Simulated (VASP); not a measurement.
# RbP3 (Pm-3m) in VASP: notebook, part 2 of 2

VASP 6.6.1. Earlier steps stand in the parts before.

### Step 4. Single point, PBE

This run uses another cell than the first one: it holds 8 atoms, not 4.

Input file INCAR:

```
SYSTEM = RbP3
  PREC = Accurate
  ENCUT = 520
  EDIFF = 1E-6
  ISMEAR = 0
  SIGMA = 0.2
  LREAL = .FALSE.
  LASPH = .TRUE.
  NELM = 100
  ALGO = Normal
  ISIF = 2
  LWAVE = .FALSE.
  LCHARG = .TRUE.
  GGA = PE
  LELF = .TRUE.
  LVHAR = .TRUE.
  NBANDS = 34
```

Input file KPOINTS:

```
Automatic mesh
0
G
  6 6 4
  0 0 0
```

Input file POSCAR:

```
RbP3
1.0
   -4.3619130159      0.0000000000      0.0000000000
    0.0000000000      0.0000000000     -4.3619130159
    0.0000000000     -8.7238260318      0.0000000000
Rb P
2 6
Direct
    0.0000000000      0.0000000000      0.0000000000
    0.0000000000      0.0000000000      0.5000000000
    0.0000000000      0.5000000000      0.7500000000
    0.0000000000      0.5000000000      0.2500000000
    0.5000000000      0.5000000000      0.0000000000
    0.5000000000      0.5000000000      0.5000000000
    0.5000000000      0.0000000000      0.7500000000
    0.5000000000      0.0000000000      0.2500000000
```

Potentials or basis: VASP PAW PBE potentials, release 64 (Rb_sv, P).

The run is started by

```bash
$ cat potpaw_PBE.64/Rb_sv/POTCAR potpaw_PBE.64/P/POTCAR > POTCAR
$ mpirun -np 1 vasp_std > vasp.out
```

OUTCAR:

```text
SYSTEM = RbP3
   PREC = Accurate
   ENCUT = 520
   EDIFF = 1E-6
   ISMEAR = 0
   LREAL = .FALSE.
   LASPH = .TRUE.
   NELM = 100
   ISIF = 2
   GGA = PE

 ion  position               nearest neighbor table
   1  0.000  0.000  0.000-   3 3.08   4 3.08   5 3.08   7 3.08   8 3.08   3 3.08   4 3.08   5 3.08
                             5 3.08   7 3.08   8 3.08   5 3.08   2 4.36   2 4.36
   2  0.000  0.000  0.500-   3 3.08   4 3.08   6 3.08   7 3.08   8 3.08   3 3.08   4 3.08   6 3.08
                             6 3.08   7 3.08   8 3.08   6 3.08   1 4.36   1 4.36
   3  0.000  0.500  0.750-   1 3.08   2 3.08   1 3.08   2 3.08
   4  0.000  0.500  0.250-   1 3.08   2 3.08   1 3.08   2 3.08
   5  0.500  0.500  0.000-   1 3.08   1 3.08   1 3.08   1 3.08
   6  0.500  0.500  0.500-   2 3.08   2 3.08   2 3.08   2 3.08
   7  0.500  0.000  0.750-   1 3.08   2 3.08   1 3.08   2 3.08
   8  0.500  0.000  0.250-   1 3.08   2 3.08   1 3.08   2 3.08

  LATTYP: Found a simple tetragonal cell.
 ALAT       =     4.3619130159
 C/A-ratio  =     2.0000000000

  Lattice vectors:

 A1 = (  -4.3619130159,   0.0000000000,   0.0000000000)
 A2 = (   0.0000000000,   0.0000000000,  -4.3619130159)
 A3 = (   0.0000000000,  -8.7238260318,   0.0000000000)

Analysis of symmetry for initial positions (statically):
=====================================================================
 Subroutine PRICEL returns following result:

  LATTYP: Found a simple cubic cell.
 ALAT       =     4.3619130159

  Lattice vectors:

 A1 = (  -4.3619130159,   0.0000000000,   0.0000000000)
 A2 = (   0.0000000000,   0.0000000000,  -4.3619130159)
 A3 = (   0.0000000000,  -4.3619130159,   0.0000000000)

   2 primitive cells build up your supercell.

 Routine SETGRP: Setting up the symmetry group for a
 simple tetragonal supercell.

 Subroutine GETGRP returns: Found 16 space group operations
 (whereof 16 operations were pure point group operations)
 out of a pool of 16 trial point group operations.

The static configuration has the point symmetry D_4h.

Analysis of symmetry for dynamics (positions and initial velocities):
=====================================================================
 Subroutine PRICEL returns following result:

  LATTYP: Found a simple cubic cell.
 ALAT       =     4.3619130159

  Lattice vectors:

 A1 = (  -4.3619130159,   0.0000000000,   0.0000000000)
 A2 = (   0.0000000000,   0.0000000000,  -4.3619130159)
 A3 = (   0.0000000000,  -4.3619130159,   0.0000000000)

   2 primitive cells build up your supercell.

 Routine SETGRP: Setting up the symmetry group for a
 simple tetragonal supercell.

 Subroutine GETGRP returns: Found 16 space group operations
 (whereof 16 operations were pure point group operations)
 out of a pool of 16 trial point group operations.

The dynamic configuration has the point symmetry D_4h.

 Subroutine INISYM returns: Found 16 space group operations
 (whereof 16 operations are pure point group operations),
 and found     2 'primitive' translations

----------------------------------------------------------------------------------------
[... 45 lines left out ...]
     0.000000000  0.000000000  0.000000000

 Subroutine IBZKPT returns following result:
 ===========================================

 Found     30 irreducible k-points:

 Following reciprocal coordinates:
            Coordinates               Weight
  0.000000  0.000000  0.000000      1.000000
  0.166667  0.000000  0.000000      4.000000
  0.333333  0.000000  0.000000      4.000000
  0.500000  0.000000  0.000000      2.000000
  0.166667  0.166667  0.000000      4.000000
  0.333333  0.166667  0.000000      8.000000
[... 16 lines left out ...]
  0.333333  0.000000  0.500000      4.000000
  0.500000  0.000000  0.500000      2.000000
 [... further k-points ...]
   k-points           NKPTS =     30   k-points in BZ     NKDIM =     30   number of bands    NBANDS=     34
   number of dos      NEDOS =    301   number of ions     NIONS =      8
   total plane-waves  NPLWV =  71680
   dimension x,y,z NGX =    32 NGY =   32 NGZ =   70
   dimension x,y,z NGXF=    64 NGYF=   64 NGZF=  140
   ions per type =               2   6
   NGX,Y,Z   is equivalent  to a cutoff of  12.20, 12.20, 13.34 a.u.
   NGXF,Y,Z  is equivalent  to a cutoff of  24.39, 24.39, 26.68 a.u.
 SYSTEM =  RbP3
   PREC   = accura    normal or accurate (medium, high low for compatibility)
   ISTART =      0    job   : 0-new  1-cont  2-samecut
   ICHARG =      2    charge: 1-file 2-atom 10-const
   ISPIN  =      1    spin polarized calculation?
   LNONCOLLINEAR =      F non collinear calculations
   LSORBIT =      F    spin-orbit coupling
   LASPH  =      T    aspherical Exc in radial PAW
   ENCUT  =  520.0 eV  38.22 Ry    6.18 a.u.   8.11  8.11 16.22*2*pi/ulx,y,z
   NELM   =    100;   NELMIN=  2; NELMDL= -5     # of ELM steps
   EDIFF  = 0.1E-05   stopping-criterion for ELM
   LREAL  =      F    real-space projection
   EDIFFG = 0.1E-04   stopping-criterion for IOM
   NSW    =      0    number of steps for IOM
   IBRION =     -1    ionic relax: 0-MD 1-quasi-New 2-CG
   NFREE  =      0    steps in history (QN), initial steepest desc. (CG)
   ISIF   =      2    stress and relaxation
   ISYM   =      2    0-nonsym 1-usesym 2-fastsym
   POTIM  = 0.5000    time-step for ionic-motion
   TEBEG  =    0.0;   TEEND  =   0.0 temperature during run
   PSTRESS=    0.0 pullay stress
   NELECT =      48.0000    total number of electrons
   NUPDOWN=      -1.0000    fix difference up-down
   EMIN   =  10.00;   EMAX   =-10.00  energy-range for DOS
   EFERMI =   0.00;   METHOD = LEGACY
   ISMEAR =     0;   SIGMA  =   0.20  broadening in eV -4-tet -1-fermi 0-gaus
   EFERMI_NEDOS =   21; number of points for ismear=-14 and -15
   IALGO  =     38    algorithm
   IMIX   =      4    mixing-type and parameters
     AMIX     =   0.40;   BMIX     =  1.00
     AMIX_MAG =   1.60;   BMIX_MAG =  1.00
  volume/ion in A,a.u.               =      20.75       140.01
  Fermi-wavevector in a.u.,A,eV,Ry     =   1.082601  2.045818 15.946354  1.172024
  Thomas-Fermi vector in A             =   2.218646
   LORBIT       =      0    0 simple, 1 ext, 2 COOP (PROOUT), +10 PAW based schemes
   GGA     = PE    functional components
   LHFCALC =     F    Hartree Fock is set to
   AEXX    =    0.0000 exact exchange contribution
   IVDW    =     0    specifies the selected vdW correction
   LEPSILON=     F    determine dielectric tensor
   LRPA    =     F    only Hartree local field effects (RPA)
 non-spin polarized calculation
 Gauss-broadening in eV      SIGMA  =   0.20
  energy-cutoff  :      520.00
  volume of cell :      165.98
 maximum number of plane-waves:      4536
   NGX = 17   NGY = 17   NGZ = 33

 number of electron      47.9999996 magnetization

 Free energy of the ion-electron system (eV)
  ---------------------------------------------------
  ext. energy  EPLUGINS =         0.00000000
  ---------------------------------------------------
  free energy    TOTEN  =       -27.20301233 eV

  energy without entropy =      -27.07600562  energy(sigma->0) =      -27.13950897

 E-fermi :   4.5748     XC(G=0): -10.0850

 val. band max:        4.5745896766   @ k =   0.5000   0.3333   0.0000
 cond. band min:       4.5777239984   @ k =   0.5000   0.0000   0.5000
 fundamental gap:      0.0031343217
 Fermi energy:         4.5748476690

 k-point     1 :       0.0000    0.0000    0.0000
  band No.  band energies     occupation
      1     -20.9395      2.00000
      2     -20.9166      2.00000
      3      -7.5739      2.00000
      4      -7.3013      2.00000
      5      -5.4230      2.00000
      6      -5.4230      2.00000
[... 877 lines left out ...]
     33      11.9960      0.00000
     34      12.0722      0.00000

 [... further k-points ...]
[... 5 lines left out ...]
  --------------------------------------------------------------------------------------
  -------------------------------------------------------------------------------------
  Total        0.5529585     -0.1114027      0.5529585      0.0000000      0.0000000      0.0000000
  in kB        5.3375518     -1.0753386      5.3375518      0.0000000      0.0000000      0.0000000
  external PRESSURE =       3.1999217 kB  Pullay stress =       0.0000000 kB

 VOLUME and BASIS-vectors are now :
 -----------------------------------------------------------------------------
  energy-cutoff  :      520.00
  volume of cell :      165.98
      direct lattice vectors                 reciprocal lattice vectors
    -4.361913016  0.000000000  0.000000000    -0.229257208  0.000000000  0.000000000
     0.000000000  0.000000000 -4.361913016     0.000000000  0.000000000 -0.229257208
     0.000000000 -8.723826032  0.000000000     0.000000000 -0.114628604  0.000000000

 POSITION                                       TOTAL-FORCE (eV/Angst)
 -----------------------------------------------------------------------------------
      0.00000      0.00000      0.00000        -0.000000      0.000000     -0.000000
      0.00000     -4.36191      0.00000        -0.000000      0.000000     -0.000000
      0.00000     -6.54287     -2.18096         0.000000      0.000000      0.000000
      0.00000     -2.18096     -2.18096         0.000000      0.000000      0.000000
     -2.18096      0.00000     -2.18096         0.000000     -0.000000     -0.000000
     -2.18096     -4.36191     -2.18096         0.000000     -0.000000     -0.000000
     -2.18096     -6.54287      0.00000         0.000000      0.000000      0.000000
     -2.18096     -2.18096      0.00000         0.000000      0.000000      0.000000
 -----------------------------------------------------------------------------------
    total drift:                               -0.000000      0.000000     -0.000000

  FREE ENERGIE OF THE ION-ELECTRON SYSTEM (eV)
  ---------------------------------------------------
  free  energy   TOTEN  =       -27.2030123256 eV

  energy  without entropy=      -27.0760056150  energy(sigma->0) =      -27.13950897
```

Wall time 95 s (1 thread of Intel Xeon Platinum 8488C (Sapphire Rapids), shared host); peak memory 0.31 GiB.

Results:

- Free energy: -27.2030 eV
- Pressure: 0.3 GPa
- Band gap on the k mesh: zero (band 24 reaches 5.99 eV, above the bottom of band 25 at 4.15 eV)

Levels at points of the mesh, in eV from the Fermi level:
| k point | band 20 | band 21 | band 22 | band 23 | band 24 | band 25 | band 26 | band 27 | band 28 | band 29 |
| --- | --- | --- | --- | --- | --- | --- | --- | --- | --- | --- |
| (0.00, 0.00, 0.00) | -1.37 | -0.58 | -0.44 | -0.44 | -0.25 | 0.52 | 0.52 | 0.52 | 1.98 | 1.98 |
| (0.50, 0.00, 0.00) | -1.32 | -1.30 | -1.06 | -0.58 | -0.43 | -0.42 | -0.24 | 0.04 | 0.05 | 1.97 |
| (0.50, 0.50, 0.00) | -2.23 | -1.31 | -1.31 | -1.07 | 0.03 | 0.03 | 2.82 | 3.02 | 3.09 | 3.09 |
| (0.00, 0.00, 0.50) | -2.22 | -0.60 | -0.60 | -0.09 | -0.09 | -0.09 | -0.09 | 1.84 | 1.84 | 2.52 |
| (0.50, 0.00, 0.50) | -2.41 | -0.90 | -0.90 | -0.54 | -0.54 | 0.00 | 0.00 | 0.65 | 0.65 | 1.63 |
| (0.50, 0.50, 0.50) | -1.97 | -1.97 | -1.97 | 1.41 | 1.41 | 1.65 | 1.65 | 1.65 | 1.65 | 2.95 |

### Step 5. Overview

```csv
task,cell,k mesh,cutoff (eV),smearing,gap on the mesh (eV),pressure (GPa)
relaxation of cell and atoms,"relaxed from a = 4.362 Å, 4 atoms",10 × 10 × 10,600,gaussian 0.1 eV,none,0.0
single point,"a = 4.475 Å, 4 atoms",4 × 4 × 4,520,gaussian 0.1 eV,none,-3.0
single point,"a = 4.362, b = 4.362, c = 8.724 Å, 8 atoms",6 × 6 × 4,520,gaussian 0.2 eV,none,0.3
```

Alike in all rows: level PBE; potentials or basis VASP PAW PBE potentials, release 64 (Rb_sv, P); no spin polarisation.

Total energies depend on the potentials used, so only differences within one code and one set of settings carry meaning.
